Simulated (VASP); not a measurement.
A run of VASP 6.6.1 is set up as follows.

INCAR

```
PREC = Accurate
ENCUT = 520
EDIFF = 1E-6
ISMEAR = -1
SIGMA = 0.05
LREAL = False
LASPH = True
NELM = 100
ALGO = Normal
ISIF = 2
LWAVE = False
LCHARG = False
GGA = PE
NBANDS = 48
```

File KPOINTS:

```
regular mesh
0
Gamma
  3 3 3
```

POSCAR

```
Ta
1.0
   -3.2768380000      3.2768380000      3.2768380000
    3.2768380000     -3.2768380000      3.2768380000
    3.2768380000      3.2768380000     -3.2768380000
Ta
7
Direct
   -0.0031991206      0.0186892059     -0.0068695798
   -0.0032339103     -0.0234938377      0.4968819026
   -0.0032163628      0.4953198785     -0.2293377030
    0.5155988792      0.0141123852      0.0157117929
    0.4734210236     -0.0280337325      0.4697809291
    0.5201299240      0.4952947018     -0.0068773617
    0.4779885365      0.4953296440      0.4969098259
```

Potentials or basis: VASP PAW PBE potentials, release 64 (Ta_pv).

Launch:

```bash
$ cat potpaw_PBE.64/Ta_pv/POTCAR > POTCAR
$ mpirun -np 1 vasp_std > vasp.out
```

Task: What does it give for the pressure?

Result: -1.7 GPa.

Task: Estimate the largest force.

Result: 0.156 eV/Å.

Stress tensor (GPa, compression positive):
```
-1.66 -1.39  1.39
-1.39 -1.66  1.39
 1.39  1.39 -1.66
```

Caveat: the k points lie up to 0.45 Å⁻¹ apart.
